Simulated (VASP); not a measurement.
# SnO2 (Cm) in VASP: single point with PBE+D3(BJ)

Aim: the single point of SnO2 with PBE+D3(BJ).

Program: VASP 6.6.1. These are calculated values, not measurements. Logs are shortened: lines on timing, memory, paths and dates and some standing lists are left out, and cuts for length are marked.

### 1 The cell of the first run

It takes space group Cm (No. 8, monoclinic). Conventional cell: a = 5.607 Å, b = 3.237 Å, c = 4.680 Å, α = 90.00°, β = 113.54°, γ = 90.00°. Sn (site symmetry m) has 6 O at 2.02 to 2.32 Å within 2.7 Å. Within 3.4 Å of O (site symmetry m) lie 4 Sn at 2.09 to 3.30 Å and 12 O at 2.59 to 3.24 Å. Within 3.4 Å of O (site symmetry m) lie 4 Sn at 2.02 to 3.31 Å and 12 O at 2.59 to 3.24 Å.

### 2 Single point, PBE+D3(BJ) (atoms displaced along several vibrational modes)

Contents of INCAR:

```
  PREC = Accurate
  ENCUT = 520
  EDIFF = 1E-6
  ISMEAR = 0
  SIGMA = 0.05
  LREAL = False
  LASPH = True
  NELM = 60
  ALGO = Normal
  ISIF = 2
  LWAVE = False
  LCHARG = False
  GGA = PE
  IVDW = 12
  NBANDS = 64
```

Contents of KPOINTS:

```
Automatic mesh
0
Gamma
  6 6 6
```

Contents of POSCAR:

```
SnO2
1.0
    3.2373377712      1.8690778337      4.2908446647
   -3.2373377712      1.8690778337      4.2908446647
    0.0000000000     -3.7381556673      4.2908446647
Sn O
4 8
Direct
    0.8696012153      0.8623677791      0.8623677794
    0.3695777400      0.3624043341      0.8623792721
    0.3695777400      0.8623792718      0.3624043344
    0.8696001143      0.3623932311      0.3623932314
    0.1218595621      0.6208754211      0.6208754034
    0.6217716598      0.1208582943      0.6208540058
    0.6217716598      0.6208540235      0.1208582766
    0.5721918594      0.6265100819      0.6265100971
    0.1218301100      0.1208652830      0.1208652653
    0.0720980324      0.1265606634      0.6265171051
    0.0720980324      0.6265170899      0.1265606786
    0.5721551856      0.1265170758      0.1265170910
```

Potentials or basis: VASP PAW PBE potentials, release 64 (Sn_d, O).

Run with:

```bash
cat potpaw_PBE.64/Sn_d/POTCAR potpaw_PBE.64/O/POTCAR > POTCAR
mpirun -np 1 vasp_std > vasp.out
```

OUTCAR:

```text
PREC = Accurate
   ENCUT = 520
   EDIFF = 1E-6
   ISMEAR = 0
   LREAL = False
   LASPH = True
   NELM = 60
   ISIF = 2
   GGA = PE
   IVDW = 12
 IVDW          = 12

 ion  position               nearest neighbor table
   1  0.870  0.862  0.862-  10 2.02  11 2.02   5 2.09   7 2.13   6 2.13  12 2.32   2 3.24   3 3.24
                             4 3.24   4 3.24   2 3.24   3 3.24
   2  0.370  0.362  0.862-   8 2.02  12 2.02   6 2.09   5 2.13   9 2.13  11 2.32   1 3.24   3 3.24
                             4 3.24   4 3.24   3 3.24   1 3.24
   3  0.370  0.862  0.362-   8 2.02  12 2.02   7 2.09   5 2.13   9 2.13  10 2.32   1 3.24   2 3.24
                             4 3.24   4 3.24   2 3.24   1 3.24
   4  0.870  0.362  0.362-  11 2.02  10 2.02   9 2.09   6 2.13   7 2.13   8 2.32   3 3.24   2 3.24
                             1 3.24   1 3.24   3 3.24   2 3.24
   5  0.122  0.621  0.621-   1 2.09   3 2.13   2 2.13
   6  0.622  0.121  0.621-   2 2.09   1 2.13   4 2.13
   7  0.622  0.621  0.121-   3 2.09   1 2.13   4 2.13
   8  0.572  0.627  0.627-   2 2.02   3 2.02   4 2.32
   9  0.122  0.121  0.121-   4 2.09   2 2.13   3 2.13
  10  0.072  0.127  0.627-   4 2.02   1 2.02   3 2.32
  11  0.072  0.627  0.127-   4 2.02   1 2.02   2 2.32
  12  0.572  0.127  0.127-   3 2.02   2 2.02   1 2.32

  LATTYP: Found a trigonal (rhomboedric) cell.
 ALAT       =     5.6907957027
 COS(alpha) =     0.3527679204

  Lattice vectors:

 A1 = (   3.2373377712,   1.8690778337,   4.2908446647)
 A2 = (  -3.2373377712,   1.8690778337,   4.2908446647)
 A3 = (   0.0000000000,  -3.7381556673,   4.2908446647)

Analysis of symmetry for initial positions (statically):
=====================================================================
 Subroutine PRICEL returns:
 Original cell was already a primitive cell.

 Routine SETGRP: Setting up the symmetry group for a
 trigonal (rhombohedral) supercell.

 Subroutine GETGRP returns: Found  2 space group operations
 (whereof  2 operations were pure point group operations)
 out of a pool of 12 trial point group operations.

The static configuration has the point symmetry C_1h.

Analysis of symmetry for dynamics (positions and initial velocities):
=====================================================================
 Subroutine PRICEL returns:
 Original cell was already a primitive cell.

 Routine SETGRP: Setting up the symmetry group for a
 trigonal (rhombohedral) supercell.

 Subroutine GETGRP returns: Found  2 space group operations
 (whereof  2 operations were pure point group operations)
 out of a pool of 12 trial point group operations.

The dynamic configuration has the point symmetry C_1h.

 Subroutine INISYM returns: Found  2 space group operations
 (whereof  2 operations are pure point group operations),
 and found     1 'primitive' translations

----------------------------------------------------------------------------------------

                                     Primitive cell

  volume of cell :     155.7792

  direct lattice vectors                    reciprocal lattice vectors
     3.237337771  1.869077834  4.290844665     0.154447894  0.089170533  0.077684782
    -3.237337771  1.869077834  4.290844665    -0.154447894  0.089170533  0.077684782
     0.000000000 -3.738155667  4.290844665     0.000000000 -0.178341066  0.077684782

  length of vectors
     5.690795703  5.690795703  5.690795703     0.194526248  0.194526248  0.194526248

  position of ions in fractional coordinates (direct lattice)
     0.869601215  0.862367779  0.862367779
     0.369577740  0.362404334  0.862379272
     0.369577740  0.862379272  0.362404334
     0.869600114  0.362393231  0.362393231
     0.121859562  0.620875421  0.620875403
     0.621771660  0.120858294  0.620854006
     0.621771660  0.620854024  0.120858277
     0.572191859  0.626510082  0.626510097
     0.121830110  0.120865283  0.120865265
     0.072098032  0.126560663  0.626517105
     0.072098032  0.626517090  0.126560679
     0.572155186  0.126517076  0.126517091

  ion indices of the primitive-cell ions
   primitive index   ion index
                 1           1
                 2           2
                 3           3
                 4           4
                 5           5
                 6           6
                 7           7
                 8           8
                 9           9
                10          10
                11          11
                12          12

----------------------------------------------------------------------------------------

 KPOINTS: Automatic mesh

Automatic generation of k-mesh.
 Grid dimensions read from file:
 generate k-points for:    6    6    6

 Generating k-lattice:

  Cartesian coordinates                     Fractional coordinates (reciprocal lattice)
     0.025741316  0.014861756  0.012947464     0.166666667  0.000000000  0.000000000
    -0.025741316  0.014861756  0.012947464     0.000000000  0.166666667  0.000000000
     0.000000000 -0.029723511  0.012947464     0.000000000  0.000000000  0.166666667

  Length of vectors
     0.032421041  0.032421041  0.032421041

  Shift w.r.t. Gamma in fractional coordinates (k-lattice)
     0.000000000  0.000000000  0.000000000

 Subroutine IBZKPT returns following result:
 ===========================================

 Found     68 irreducible k-points:

 Following reciprocal coordinates:
            Coordinates               Weight
  0.000000  0.000000  0.000000      1.000000
  0.166667 -0.000000  0.000000      2.000000
 -0.000000  0.166667  0.000000      4.000000
  0.333333  0.000000  0.000000      2.000000
  0.000000  0.333333  0.000000      4.000000
  0.500000  0.000000 -0.000000      1.000000
[... 16 lines left out ...]
  0.500000  0.333333  0.000000      4.000000
  0.000000  0.500000  0.333333      4.000000
 [... further k-points ...]
   k-points           NKPTS =     68   k-points in BZ     NKDIM =     68   number of bands    NBANDS=     64
   number of dos      NEDOS =    301   number of ions     NIONS =     12
   total plane-waves  NPLWV =  74088
   dimension x,y,z NGX =    42 NGY =   42 NGZ =   42
   dimension x,y,z NGXF=    84 NGYF=   84 NGZF=   84
   ions per type =               4   8
   NGX,Y,Z   is equivalent  to a cutoff of  12.27, 12.27, 12.27 a.u.
   NGXF,Y,Z  is equivalent  to a cutoff of  24.54, 24.54, 24.54 a.u.
 SYSTEM =  unknown system
   PREC   = accura    normal or accurate (medium, high low for compatibility)
   ISTART =      0    job   : 0-new  1-cont  2-samecut
   ICHARG =      2    charge: 1-file 2-atom 10-const
   ISPIN  =      1    spin polarized calculation?
   LNONCOLLINEAR =      F non collinear calculations
   LSORBIT =      F    spin-orbit coupling
   LASPH  =      T    aspherical Exc in radial PAW
   ENCUT  =  520.0 eV  38.22 Ry    6.18 a.u.  10.58 10.58 10.58*2*pi/ulx,y,z
   NELM   =     60;   NELMIN=  2; NELMDL= -5     # of ELM steps
   EDIFF  = 0.1E-05   stopping-criterion for ELM
   LREAL  =      F    real-space projection
   EDIFFG = 0.1E-04   stopping-criterion for IOM
   NSW    =      0    number of steps for IOM
   IBRION =     -1    ionic relax: 0-MD 1-quasi-New 2-CG
   NFREE  =      0    steps in history (QN), initial steepest desc. (CG)
   ISIF   =      2    stress and relaxation
   ISYM   =      2    0-nonsym 1-usesym 2-fastsym
   POTIM  = 0.5000    time-step for ionic-motion
   TEBEG  =    0.0;   TEEND  =   0.0 temperature during run
   PSTRESS=    0.0 pullay stress
   NELECT =     104.0000    total number of electrons
   NUPDOWN=      -1.0000    fix difference up-down
   EMIN   =  10.00;   EMAX   =-10.00  energy-range for DOS
   EFERMI =   0.00;   METHOD = LEGACY
   ISMEAR =     0;   SIGMA  =   0.05  broadening in eV -4-tet -1-fermi 0-gaus
   EFERMI_NEDOS =   21; number of points for ismear=-14 and -15
   IALGO  =     38    algorithm
   IMIX   =      4    mixing-type and parameters
     AMIX     =   0.40;   BMIX     =  1.00
     AMIX_MAG =   1.60;   BMIX_MAG =  1.00
  volume/ion in A,a.u.               =      12.98        87.60
  Fermi-wavevector in a.u.,A,eV,Ry     =   1.430813  2.703844 27.854188  2.047225
  Thomas-Fermi vector in A             =   2.550617
   LORBIT       =      0    0 simple, 1 ext, 2 COOP (PROOUT), +10 PAW based schemes
   GGA     = PE    functional components
   LHFCALC =     F    Hartree Fock is set to
   AEXX    =    0.0000 exact exchange contribution
   IVDW    =    12    specifies the selected vdW correction
   LEPSILON=     F    determine dielectric tensor
   LRPA    =     F    only Hartree local field effects (RPA)
 non-spin polarized calculation
 Gauss-broadening in eV      SIGMA  =   0.05
  energy-cutoff  :      520.00
  volume of cell :      155.78
 maximum number of plane-waves:      4212
   NGX = 21   NGY = 21   NGZ = 21

 number of electron     104.0000003 magnetization

 Free energy of the ion-electron system (eV)
  ---------------------------------------------------
  ext. energy  EPLUGINS =         0.00000000
  ---------------------------------------------------
  free energy    TOTEN  =       -71.85773087 eV

  energy without entropy =      -71.85773087  energy(sigma->0) =      -71.85773087

 E-fermi :   5.1198     XC(G=0): -10.7263

 val. band max:        4.9074283921   @ k =   0.0000   0.0000   0.0000
 cond. band min:       6.3936251356   @ k =   0.0000   0.0000   0.0000
 fundamental gap:      1.4861967435
 Fermi energy:         5.1198050084

 k-point     1 :       0.0000    0.0000    0.0000
  band No.  band energies     occupation
      1     -16.0057      2.00000
      2     -15.9846      2.00000
      3     -15.9842      2.00000
      4     -15.4510      2.00000
      5     -15.2196      2.00000
      6     -15.1691      2.00000
[... 56 lines left out ...]
     63      15.6462      0.00000
     64      15.7472      0.00000

 k-point     2 :       0.1667   -0.0000    0.0000
  band No.  band energies     occupation
      1     -15.9667      2.00000
      2     -15.9567      2.00000
      3     -15.9564      2.00000
      4     -15.4599      2.00000
      5     -15.2330      2.00000
      6     -15.1675      2.00000
[... 56 lines left out ...]
     63      15.5365      0.00000
     64      15.5373      0.00000

 k-point     3 :      -0.0000    0.1667    0.0000
  band No.  band energies     occupation
      1     -15.9635      2.00000
      2     -15.9442      2.00000
      3     -15.9406      2.00000
      4     -15.4201      2.00000
      5     -15.2637      2.00000
      6     -15.1786      2.00000
[... 1396 lines left out ...]
     63      14.4422      0.00000
     64      14.7731      0.00000

 k-point    24 :       0.0000    0.5000    0.3333
  band No.  band energies     occupation
      1     -15.8195      2.00000
      2     -15.8154      2.00000
      3     -15.7693      2.00000
      4     -15.6062      2.00000
      5     -15.4066      2.00000
      6     -15.2543      2.00000
[... 56 lines left out ...]
     63      14.0980      0.00000
     64      14.9387      0.00000

 [... further k-points ...]

------------------------ aborting loop because EDIFF is reached ----------------------------------------

 Edisp (eV)   -2.41295

 E8    (eV) :    -0.9594

  FORCE on cell =-STRESS in cart. coord.  units (eV):
  Direction    XX          YY          ZZ          XY          YZ          ZX
  --------------------------------------------------------------------------------------
  -------------------------------------------------------------------------------------
  Total       2.94973     3.57297     3.08515    -0.53975     3.61263     6.25726
  in kB      30.33773    36.74775    31.73049    -5.55124    37.15562    64.35542
  external pressure =       32.94 kB  Pullay stress =        0.00 kB

 VOLUME and BASIS-vectors are now :
 -----------------------------------------------------------------------------
  energy-cutoff  :      520.00
  volume of cell :      155.78
      direct lattice vectors                 reciprocal lattice vectors
     3.237337771  1.869077834  4.290844665     0.154447894  0.089170533  0.077684782
    -3.237337771  1.869077834  4.290844665    -0.154447894  0.089170533  0.077684782
     0.000000000 -3.738155667  4.290844665     0.000000000 -0.178341066  0.077684782

 POSITION                                       TOTAL-FORCE (eV/Angst)
 -----------------------------------------------------------------------------------
      0.02342      0.01352     11.13190        -1.069053     -0.617218     -0.497616
      0.02322     -1.85558      6.84116        -1.055774     -0.615162     -0.494771
     -1.59537      0.94790      6.84116        -1.060633     -0.606746     -0.494771
      1.64200      0.94801      6.84127        -1.066396     -0.615684     -0.503209
     -1.61548     -0.93270      5.85104        -0.340014     -0.196307     -0.156950
      1.62163     -0.93282      5.85050        -0.337658     -0.194991     -0.151715
      0.00297      1.87078      5.85050        -0.337697     -0.194925     -0.151715
     -0.17585     -0.10153      7.83170         1.400170      0.808388      0.650106
      0.00312      0.00180      1.55998        -0.339703     -0.196128     -0.154509
     -0.17631     -1.97071      3.54070         1.404858      0.806679      0.652664
     -1.79484      0.83266      3.54070         1.401033      0.813303      0.652664
      1.44268      0.83293      3.54076         1.400867      0.808791      0.649826
 -----------------------------------------------------------------------------------
    total drift:                                0.002219      0.001223      0.000737

  FREE ENERGIE OF THE ION-ELECTRON SYSTEM (eV)
  ---------------------------------------------------
  free  energy   TOTEN  =       -74.2706856129 eV

  energy  without entropy=      -74.2706856129  energy(sigma->0) =      -74.27068561
```

Wall time 18 min (1 thread of Intel Xeon Platinum 8488C (Sapphire Rapids), shared host); peak memory 0.57 GiB.

What came out:

```
Free energy                : -74.2707 eV
Pressure                   : 3.3 GPa
Largest force              : 1.747 eV/Å
Band gap on the k mesh     : 1.49 eV
Dispersion energy per atom : -0.201 eV
```

Forces in eV/Å, atoms in the order of the input:
```
Sn  -1.069 -0.617 -0.498
Sn  -1.056 -0.615 -0.495
Sn  -1.061 -0.607 -0.495
Sn  -1.066 -0.616 -0.503
O   -0.340 -0.196 -0.157
O   -0.338 -0.195 -0.152
O   -0.338 -0.195 -0.152
O    1.400  0.808  0.650
O   -0.340 -0.196 -0.155
O    1.405  0.807  0.653
O    1.401  0.813  0.653
O    1.401  0.809  0.650
```

Caveat: the cell differs from its parent crystal (atoms displaced along several vibrational modes); the cell stands under pressure; spin-orbit coupling is left out, which moves the levels of the heavy elements; forces of over 1 eV/Å act on the atoms, so gaps and moduli don't describe the material at rest.
